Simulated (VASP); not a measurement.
# Al16O (a cell with a defect) in VASP: further runs

Runs on Al16O (a cell with a defect). Level: PBE. Tasks: single point.

All numbers are computed with VASP 6.6.1; they aren't measurements. Logs are shortened: lines on timing, memory, paths and dates and some standing lists are left out, and cuts for length are marked.

## Step 1: The cell of the first run

The cell holds a defect, 17 atoms: a = 6.996 Å, b = 6.996 Å, c = 6.996 Å, α = 109.47°, β = 109.47°, γ = 109.47°.

## Step 2: Single point, PBE

The input, INCAR:

```
SYSTEM = Al16O
ALGO = Normal
EDIFF = 1E-6
ENCUT = 520
GGA = PE
ISIF = 2
ISMEAR = 1
LASPH = .TRUE.
LCHARG = .FALSE.
LREAL = Auto
LWAVE = .FALSE.
NBANDS = 41
NELM = 60
PREC = Accurate
SIGMA = 0.1
```

The input, KPOINTS:

```
k-points
0
G
  3 3 3
  0 0 0
```

The input, POSCAR:

```
Al16O
1.0
   -4.0389296000      4.0389296000      4.0389296000
    4.0389296000     -4.0389296000      4.0389296000
    4.0389296000      4.0389296000     -4.0389296000
Al O
16 1
Direct
   -0.0200795955     -0.0022665816     -0.0022966647
   -0.0117816451      0.2532178282      0.7523028313
    0.0035024852      0.4984496889      0.4984650536
   -0.0117559609      0.7521458966      0.2530728435
    0.2335633544     -0.0023471951      0.7439410789
    0.2352685948      0.2448000591      0.4986125848
    0.2352892118      0.4986236222      0.2447429707
    0.2335317348      0.7439069352     -0.0024768397
    0.4808852834     -0.0006579976      0.4984431845
    0.4652984972      0.2295384249      0.2294715850
    0.4807802272      0.4984688581     -0.0005964269
    0.4888458096      0.7520712429      0.7520640941
    0.7343558251     -0.0006880964      0.2447827966
    0.7345201868      0.2448918916     -0.0007230206
    0.7344057794      0.4985490974      0.7675672403
    0.7345235837      0.7676196580      0.4984159303
    0.7344769786      0.4985476932      0.4984976132
```

Potentials or basis: VASP PAW PBE potentials, release 64 (Al, O).

The run is started by

```sh
$ cat potpaw_PBE.64/Al/POTCAR potpaw_PBE.64/O/POTCAR > POTCAR
$ mpirun -np 1 vasp_std > vasp.out
```

OUTCAR:

```text
SYSTEM = Al16O
   EDIFF = 1E-6
   ENCUT = 520
   GGA = PE
   ISIF = 2
   ISMEAR = 1
   LASPH = .TRUE.
   LREAL = Auto
   NELM = 60
   PREC = Accurate

 ion  position               nearest neighbor table
   1  0.980  0.998  0.998-  10 2.77  12 2.80  14 2.81  13 2.81  15 2.85  16 2.85   2 2.86   7 2.86
                             6 2.86   4 2.86   5 2.90   8 2.90
   2  0.988  0.253  0.752-  16 2.78   8 2.80   7 2.81  11 2.81   3 2.85  15 2.85  14 2.86   6 2.86
                             1 2.86   5 2.86   9 2.90  13 2.90
   3  0.004  0.498  0.498-  17 1.88  12 2.77   6 2.77   7 2.77   8 2.85   2 2.85   4 2.85  13 2.85
                            14 2.85   5 2.85  16 3.07  15 3.07  10 3.07
   4  0.988  0.752  0.253-  15 2.77   5 2.80   9 2.81   6 2.81  16 2.85   3 2.85   7 2.86   8 2.86
                             1 2.86  13 2.86  14 2.90  11 2.90
   5  0.234  0.998  0.744-  10 2.77   4 2.80   6 2.81   9 2.81  16 2.85   3 2.85  11 2.86  12 2.86
                             2 2.86  14 2.86   8 2.90   1 2.90
   6  0.235  0.245  0.499-   3 2.77   9 2.80   5 2.81   4 2.81  15 2.85  10 2.85   2 2.86  11 2.86
                             1 2.86  13 2.86  12 2.90   7 2.90
   7  0.235  0.499  0.245-   3 2.77  11 2.80   2 2.81   8 2.81  10 2.85  16 2.85   4 2.86   9 2.86
                            14 2.86   1 2.86  12 2.90   6 2.90
   8  0.234  0.744  0.998-  10 2.78   2 2.80   7 2.81  11 2.81   3 2.85  15 2.85  12 2.86  13 2.86
                             4 2.86   9 2.86   5 2.90   1 2.90
   9  0.481  0.999  0.498-  16 2.77   6 2.80   4 2.81   5 2.81  10 2.85  15 2.85   7 2.86  14 2.86
                            12 2.86   8 2.86  13 2.90   2 2.90
  10  0.465  0.230  0.229-  17 1.88   1 2.77   5 2.77   8 2.78  11 2.85   7 2.85   9 2.85   6 2.85
                            13 2.85  14 2.86  16 3.07  15 3.07   3 3.07
  11  0.481  0.498  0.999-  15 2.77   7 2.80   2 2.81   8 2.81  10 2.85  16 2.85   6 2.86   5 2.86
                            13 2.86  12 2.86  14 2.90   4 2.90
  12  0.489  0.752  0.752-   3 2.77   1 2.80  13 2.81  14 2.81  15 2.85  16 2.86   8 2.86   5 2.86
                             9 2.86  11 2.86   6 2.90   7 2.90
  13  0.734  0.999  0.245-  16 2.77  14 2.81   1 2.81  12 2.81   3 2.85  10 2.85   8 2.86  11 2.86
                             6 2.86   4 2.86   9 2.90   2 2.90
  14  0.735  0.245  0.999-  15 2.77  13 2.81   1 2.81  12 2.81   3 2.85  10 2.86   2 2.86   7 2.86
                             9 2.86   5 2.86   4 2.90  11 2.90
  15  0.734  0.499  0.768-  17 1.88  14 2.77  11 2.77   4 2.77  12 2.85   6 2.85   8 2.85   2 2.85
                             1 2.85   9 2.85  10 3.07   3 3.07  16 3.07
  16  0.735  0.768  0.498-  17 1.88  13 2.77   9 2.77   2 2.78  11 2.85   5 2.85   4 2.85   7 2.85
                             1 2.85  12 2.86  10 3.07   3 3.07  15 3.07
  17  0.734  0.499  0.498-   3 1.88  10 1.88  16 1.88  15 1.88

  LATTYP: Found a body centered cubic cell.
 ALAT       =     8.0778592000

  Lattice vectors:

 A1 = (  -4.0389296000,   4.0389296000,   4.0389296000)
 A2 = (   4.0389296000,  -4.0389296000,   4.0389296000)
 A3 = (   4.0389296000,   4.0389296000,  -4.0389296000)

Analysis of symmetry for initial positions (statically):
=====================================================================
[... 163 lines left out ...]
     AMIX_MAG =   1.60;   BMIX_MAG =  1.00
  volume/ion in A,a.u.               =      15.50       104.62
  Fermi-wavevector in a.u.,A,eV,Ry     =   0.965131  1.823834 12.673537  0.931479
  Thomas-Fermi vector in A             =   2.094822
   LORBIT       =      0    0 simple, 1 ext, 2 COOP (PROOUT), +10 PAW based schemes
   GGA     = PE    functional components
   LHFCALC =     F    Hartree Fock is set to
   AEXX    =    0.0000 exact exchange contribution
   IVDW    =     0    specifies the selected vdW correction
   LEPSILON=     F    determine dielectric tensor
   LRPA    =     F    only Hartree local field effects (RPA)
 non-spin polarized calculation
 Methfessel and Paxton  Order N= 1 SIGMA  =   0.10
  energy-cutoff  :      520.00
  volume of cell :      263.55
 maximum number of plane-waves:      7135
 NGX is ok and might be reduce to    54
   NGX = 25   NGY = 25   NGZ = 25

 number of electron      54.0000000 magnetization

 Free energy of the ion-electron system (eV)
  ---------------------------------------------------
  ext. energy  EPLUGINS =         0.00000000
  ---------------------------------------------------
  free energy    TOTEN  =       -68.74601331 eV

  energy without entropy =      -68.74035251  energy(sigma->0) =      -68.74412638

 E-fermi :   8.1205     XC(G=0): -10.3291

 val. band max:        8.0932419321   @ k =  -0.3333  -0.3333  -0.3333
 cond. band min:       8.5271257647   @ k =   0.3333   0.3333   0.0000
 fundamental gap:      0.4338838326
 Fermi energy:         8.1204873856

 k-point     1 :       0.0000    0.0000    0.0000
  band No.  band energies     occupation
      1     -13.0410      2.00000
      2      -2.6795      2.00000
      3      -0.2486      2.00000
      4      -0.2485      2.00000
      5      -0.2470      2.00000
      6       1.4361      2.00000
[... 577 lines left out ...]
     38      11.1054      0.00000
     39      11.3005      0.00000
 [bands above 39 left out]

------------------------ aborting loop because EDIFF is reached ----------------------------------------

  FORCE on cell =-STRESS in cart. coord.  units (eV):
  Direction    XX          YY          ZZ          XY          YZ          ZX
  --------------------------------------------------------------------------------------
  -------------------------------------------------------------------------------------
  Total        4.6158956      4.6778624      4.6394088      0.0020495     -0.0065534      0.0016025
  in kB       28.0612958     28.4380089     28.2042390      0.0124595     -0.0398398      0.0097418
  external PRESSURE =      28.2345145 kB  Pullay stress =       0.0000000 kB

 VOLUME and BASIS-vectors are now :
 -----------------------------------------------------------------------------
  energy-cutoff  :      520.00
  volume of cell :      263.55
      direct lattice vectors                 reciprocal lattice vectors
    -4.038929600  4.038929600  4.038929600     0.000000000  0.123795176  0.123795176
     4.038929600 -4.038929600  4.038929600     0.123795176  0.000000000  0.123795176
     4.038929600  4.038929600 -4.038929600     0.123795176  0.123795176  0.000000000

 POSITION                                       TOTAL-FORCE (eV/Angst)
 -----------------------------------------------------------------------------------
      4.10160      3.95771      3.95795        -0.000494      0.000781      0.000056
      0.06988      6.00711      1.97558        -0.004526     -0.001050     -0.002030
      4.01232      0.01421      0.01408        -0.004792      0.002688      0.002947
      0.06856      1.97573      6.00717         0.000179     -0.004369      0.001067
      6.09083     -0.08138      1.96807        -0.000231      0.002032      0.000702
      2.05236      1.97536     -0.07490        -0.003015     -0.001191      0.003272
[... 9 lines left out ...]
      2.14674      1.87939      4.05398         0.008016     -0.003879      0.003239
      1.06049      2.96630      2.96670         0.000911      0.001942      0.000736
 -----------------------------------------------------------------------------------
    total drift:                               -0.007861     -0.000271     -0.000065

  FREE ENERGIE OF THE ION-ELECTRON SYSTEM (eV)
  ---------------------------------------------------
  free  energy   TOTEN  =       -68.7460133122 eV

  energy  without entropy=      -68.7403525136  energy(sigma->0) =      -68.74412638
```

OSZICAR:

```text
N       E                     dE             d eps       ncg     rms          rms(c)
DAV:   1     0.106659128260E+03    0.10666E+03   -0.19811E+04  1148   0.107E+03
DAV:   2    -0.571002838310E+02   -0.16376E+03   -0.15518E+03  1410   0.158E+02
DAV:   3    -0.705223775836E+02   -0.13422E+02   -0.13237E+02  1440   0.417E+01
DAV:   4    -0.707035796364E+02   -0.18120E+00   -0.18082E+00  1352   0.549E+00
DAV:   5    -0.707056226054E+02   -0.20430E-02   -0.20427E-02  1406   0.662E-01    0.953E+00
DAV:   6    -0.688064375898E+02    0.18992E+01   -0.85818E+00  1443   0.147E+01    0.385E+00
DAV:   7    -0.688179005378E+02   -0.11463E-01   -0.14356E+00  1282   0.513E+00    0.255E+00
DAV:   8    -0.688087746128E+02    0.91259E-02   -0.77158E-01  1611   0.490E+00    0.160E+00
DAV:   9    -0.687381137514E+02    0.70661E-01   -0.35677E-01  1659   0.398E+00    0.313E-01
DAV:  10    -0.687496694792E+02   -0.11556E-01   -0.12359E-01  1242   0.142E+00    0.506E-01
DAV:  11    -0.687474399154E+02    0.22296E-02   -0.57244E-02  1523   0.131E+00    0.306E-01
DAV:  12    -0.687457349756E+02    0.17049E-02   -0.13854E-02  1468   0.690E-01    0.992E-02
DAV:  13    -0.687460454599E+02   -0.31048E-03   -0.26460E-03  1274   0.210E-01    0.417E-02
DAV:  14    -0.687460432071E+02    0.22528E-05   -0.56258E-05  1392   0.303E-02    0.406E-02
DAV:  15    -0.687460102711E+02    0.32936E-04   -0.15344E-04  1403   0.638E-02    0.285E-03
DAV:  16    -0.687460132115E+02   -0.29404E-05   -0.28701E-05  1338   0.242E-02    0.175E-03
DAV:  17    -0.687460133122E+02   -0.10069E-06   -0.14274E-06  1063   0.471E-03
   1 F= -.68746013E+02 E0= -.68744126E+02  d E =-.566080E-02
```

Wall time 2.4 min (1 thread of Intel Xeon 6975P-C (Granite Rapids), shared host); peak memory 0.4 GiB.

Results:

```
Free energy            : -68.7460 eV
Pressure               : 2.8 GPa
Largest force          : 0.011 eV/Å
Band gap on the k mesh : zero (band 27 reaches 9.35 eV, above the bottom of band 28 at 8.02 eV)
```

Forces in eV/Å, atoms in the order of the input:
```
Al   0.000  0.001  0.000
Al  -0.005 -0.001 -0.002
Al  -0.005  0.003  0.003
Al   0.000 -0.004  0.001
Al   0.000  0.002  0.001
Al  -0.003 -0.001  0.003
Al  -0.001  0.006 -0.002
Al   0.002  0.001  0.003
Al   0.002 -0.004 -0.001
Al  -0.008 -0.005 -0.006
Al  -0.001 -0.001  0.000
Al   0.000  0.002  0.003
Al   0.001 -0.002  0.004
Al   0.002  0.002 -0.006
Al   0.006  0.005 -0.004
Al   0.008 -0.004  0.003
O    0.001  0.002  0.001
```

Levels at points of the mesh, in eV from the Fermi level:
| k point | band 23 | band 24 | band 25 | band 26 | band 27 | band 28 | band 29 | band 30 | band 31 | band 32 |
| --- | --- | --- | --- | --- | --- | --- | --- | --- | --- | --- |
| (0.00, 0.00, 0.00) | -1.00 | 1.22 | 1.23 | 1.23 | 1.23 | 1.23 | 1.27 | 1.27 | 1.27 | 1.69 |

Caveat: the k points lie up to 0.37 Å⁻¹ apart.

## Step 3: Single point, PBE

The input, INCAR:

```
SYSTEM = Al16O
PREC     = Accurate       ! precision mode
ENCUT    = 520            ! plane-wave cutoff, eV
EDIFF    = 1E-6           ! SCF threshold, eV
ISMEAR   = 1              ! smearing method
SIGMA    = 0.1            ! smearing width, eV
LREAL    = Auto         
LASPH    = .True.         ! aspherical terms in the spheres
NELM     = 80             ! most SCF steps
ALGO     = Normal         ! electronic algorithm
ISIF     = 2              ! what is computed and relaxed
LWAVE    = .False.        ! write WAVECAR
LCHARG   = .True.         ! write CHGCAR
GGA      = PE             ! functional
LELF     = .True.         ! ELF
LVHAR    = .True.       
NBANDS   = 41             ! bands
```

The input, KPOINTS:

```
regular mesh
0
Gamma
  3 3 3
  0 0 0
```

The input, POSCAR:

```
Al16O
1.0
   -4.0389296000      4.0389296000      4.0389296000
    4.0389296000     -4.0389296000      4.0389296000
    4.0389296000      4.0389296000     -4.0389296000
Al O
16 1
Direct
   -0.0104391821      0.0032662297      0.0031893143
   -0.0185815431      0.2503859557      0.7495040312
   -0.0340595802      0.4803702507      0.4804079676
   -0.0186867525      0.7495131857      0.2503740476
    0.2350491116      0.0186197802      0.7495042766
    0.2350612535      0.2503666041      0.4958159737
    0.2350088099      0.4958370190      0.2503446143
    0.2348378362      0.7494799547      0.0185000871
    0.4886571257      0.0031988846      0.5040137883
    0.4805346970      0.2486207411      0.2486123308
    0.4886452201      0.5040066304      0.0032019026
    0.5041160469      0.7495096174      0.7495252946
    0.7341682768     -0.0050217525      0.2486781279
    0.7342047613      0.2486195100     -0.0050927221
    0.7357868519      0.4957964305      0.7494603235
    0.7359022370      0.7495522277      0.4959323323
    1.2350049367      0.7495023964      0.7494572613
```

Potentials or basis: VASP PAW PBE potentials, release 64 (Al, O).

The run is started by

```sh
$ cat potpaw_PBE.64/Al/POTCAR potpaw_PBE.64/O/POTCAR > POTCAR
$ mpirun -np 1 vasp_std > vasp.out
```

OUTCAR:

```text
SYSTEM = Al16O
   PREC = Accurate
   ENCUT = 520
   EDIFF = 1E-6
   ISMEAR = 1
   LREAL = Auto
   LASPH = .True.
   NELM = 80
   ISIF = 2
   GGA = PE

 ion  position               nearest neighbor table
   1  0.990  0.003  0.003-  12 2.77  10 2.80   7 2.81   6 2.81   8 2.85   5 2.85  14 2.86   2 2.86
                            13 2.86   4 2.86  16 2.90  15 2.90
   2  0.981  0.250  0.750-   5 2.77  15 2.80  14 2.81   9 2.81   3 2.85   8 2.85   1 2.86  13 2.86
                            16 2.86   7 2.86  11 2.90   6 2.90
   3  0.966  0.480  0.480-  17 1.88  13 2.77  10 2.77  14 2.77   2 2.85   6 2.85   7 2.85   4 2.85
                            15 2.85  16 2.85   8 3.07  12 3.07   5 3.07
   4  0.981  0.750  0.250-   8 2.77  16 2.80  13 2.81  11 2.81   5 2.85   3 2.85   6 2.86  14 2.86
                            15 2.86   1 2.86   9 2.90   7 2.90
   5  0.235  0.019  0.750-  17 1.88  11 2.77   2 2.77   6 2.77   9 2.85  10 2.85   4 2.85  16 2.85
                            14 2.85   1 2.85   8 3.07  12 3.07   3 3.07
   6  0.235  0.250  0.496-   5 2.77   7 2.80   1 2.81  10 2.81   3 2.85  12 2.85  15 2.86   9 2.86
                             4 2.86  13 2.86   2 2.90  11 2.90
   7  0.235  0.496  0.250-   8 2.77   6 2.80   1 2.81  10 2.81   3 2.85  12 2.85  11 2.86  14 2.86
                             2 2.86  16 2.86   9 2.90   4 2.90
   8  0.235  0.749  0.019-  17 1.88   4 2.77   7 2.77   9 2.77  15 2.85   1 2.85   2 2.85  10 2.85
                            11 2.85  13 2.86   3 3.07   5 3.07  12 3.07
   9  0.489  0.003  0.504-   8 2.77  14 2.80  15 2.81   2 2.81   5 2.85  12 2.85   6 2.86  10 2.86
                            13 2.86  16 2.86   4 2.90   7 2.90
  10  0.481  0.249  0.249-   3 2.77   1 2.80   6 2.81   7 2.81   5 2.85   8 2.85  11 2.86   9 2.86
                            15 2.86  16 2.86  13 2.90  14 2.90
  11  0.489  0.504  0.003-   5 2.77  13 2.80   4 2.81  16 2.81  12 2.85   8 2.85   7 2.86  10 2.86
                            15 2.86  14 2.86   2 2.90   6 2.90
  12  0.504  0.750  0.750-  17 1.88  16 2.77  15 2.77   1 2.77  14 2.85   6 2.85  13 2.85   7 2.85
                            11 2.85   9 2.85   3 3.07   5 3.07   8 3.07
  13  0.734  0.995  0.249-   3 2.77  11 2.80   4 2.81  16 2.81  12 2.85   8 2.86   2 2.86   9 2.86
                             1 2.86   6 2.86  10 2.90  14 2.90
  14  0.734  0.249  0.995-   3 2.77   9 2.80   2 2.81  15 2.81  12 2.85   5 2.85   1 2.86   7 2.86
                             4 2.86  11 2.86  10 2.90  13 2.90
  15  0.736  0.496  0.749-  12 2.77   2 2.80   9 2.81  14 2.81   8 2.85   3 2.85   6 2.86  10 2.86
                            11 2.86   4 2.86  16 2.90   1 2.90
[... 195 lines left out ...]
   NGX = 25   NGY = 25   NGZ = 25

 number of electron      53.9999999 magnetization

 Free energy of the ion-electron system (eV)
  ---------------------------------------------------
  ext. energy  EPLUGINS =         0.00000000
  ---------------------------------------------------
  free energy    TOTEN  =       -68.74597319 eV

  energy without entropy =      -68.74034069  energy(sigma->0) =      -68.74409569

 E-fermi :   8.1206     XC(G=0): -10.3291

 val. band max:        8.0927270973   @ k =   0.3333   0.3333   0.0000
 cond. band min:       8.5271153484   @ k =   0.3333   0.0000   0.3333
 fundamental gap:      0.4343882511
 Fermi energy:         8.1205595550

 k-point     1 :       0.0000    0.0000    0.0000
  band No.  band energies     occupation
      1     -13.0400      2.00000
      2      -2.6795      2.00000
      3      -0.2481      2.00000
      4      -0.2478      2.00000
      5      -0.2466      2.00000
      6       1.4379      2.00000
[... 577 lines left out ...]
     38      11.1047      0.00000
     39      11.3013      0.00000
 [bands above 39 left out]

------------------------ aborting loop because EDIFF is reached ----------------------------------------

  FORCE on cell =-STRESS in cart. coord.  units (eV):
  Direction    XX          YY          ZZ          XY          YZ          ZX
  --------------------------------------------------------------------------------------
  -------------------------------------------------------------------------------------
  Total        4.6375696      4.6176465      4.6396583     -0.0025722     -0.0107868      0.0009235
  in kB       28.1930578     28.0719399     28.2057554     -0.0156373     -0.0655761      0.0056140
  external PRESSURE =      28.1569177 kB  Pullay stress =       0.0000000 kB

 VOLUME and BASIS-vectors are now :
 -----------------------------------------------------------------------------
  energy-cutoff  :      520.00
  volume of cell :      263.55
      direct lattice vectors                 reciprocal lattice vectors
    -4.038929600  4.038929600  4.038929600     0.000000000  0.123795176  0.123795176
     4.038929600 -4.038929600  4.038929600     0.123795176  0.000000000  0.123795176
     4.038929600  4.038929600 -4.038929600     0.123795176  0.123795176  0.000000000

 POSITION                                       TOTAL-FORCE (eV/Angst)
 -----------------------------------------------------------------------------------
     -3.97069      3.99646      3.99708        -0.000987      0.002458      0.000412
      0.07461      5.97978      1.94798         0.001367     -0.003262     -0.000781
     -0.02085      3.90152      3.90121        -0.006357     -0.006506     -0.004854
      0.07502      1.94747      5.97944        -0.000274      0.000354     -0.001721
      2.15305      3.90134     -2.00264         0.003532     -0.003012      0.003288
      2.06438      1.94075     -0.04196         0.000319     -0.001393      0.000336
[... 9 lines left out ...]
      2.05817      1.94790      3.99661        -0.001846     -0.001553      0.000374
      5.10502      0.94899      0.94935         0.002829      0.001139     -0.000599
 -----------------------------------------------------------------------------------
    total drift:                                0.002744      0.002946      0.002511

  FREE ENERGIE OF THE ION-ELECTRON SYSTEM (eV)
  ---------------------------------------------------
  free  energy   TOTEN  =       -68.7459731878 eV

  energy  without entropy=      -68.7403406889  energy(sigma->0) =      -68.74409569
```

stdout:

```text
POSCAR found type information on POSCAR AlO
 POSCAR found :  2 types and      17 ions
 scaLAPACK will be used
 LDA part: xc-table for (Slater+PW92), standard interpolation
 POSCAR, INCAR and KPOINTS ok, starting setup
 FFT: planning ... GRIDC
 FFT: planning ... GRID_SOFT
 FFT: planning ... GRID
 WAVECAR not read
 entering main loop
```

Wall time 2.6 min (1 thread of Intel Xeon 6975P-C (Granite Rapids), shared host); peak memory 0.4 GiB.

Results:

```yaml
Free_energy: -68.7460 eV
Pressure: 2.8 GPa
Largest_force: 0.010 eV/Å
Band_gap_on_the_k_mesh: zero (band 27 reaches 9.35 eV, above the bottom of band 28 at 8.02 eV)
```

Forces in eV/Å, atoms in the order of the input:
```
Al  -0.001  0.002  0.000
Al   0.001 -0.003 -0.001
Al  -0.006 -0.007 -0.005
Al   0.000  0.000 -0.002
Al   0.004 -0.003  0.003
Al   0.000 -0.001  0.000
Al   0.000  0.001  0.000
Al   0.003  0.006 -0.002
Al  -0.001  0.002 -0.001
Al   0.002 -0.001 -0.001
Al   0.001 -0.001  0.003
Al  -0.004  0.003  0.004
Al  -0.001 -0.001 -0.001
Al   0.002  0.000  0.000
Al  -0.001  0.002  0.002
Al  -0.002 -0.002  0.000
O    0.003  0.001 -0.001
```

Caveat: the k points lie up to 0.37 Å⁻¹ apart.

(Continued in part 2 of 3.)
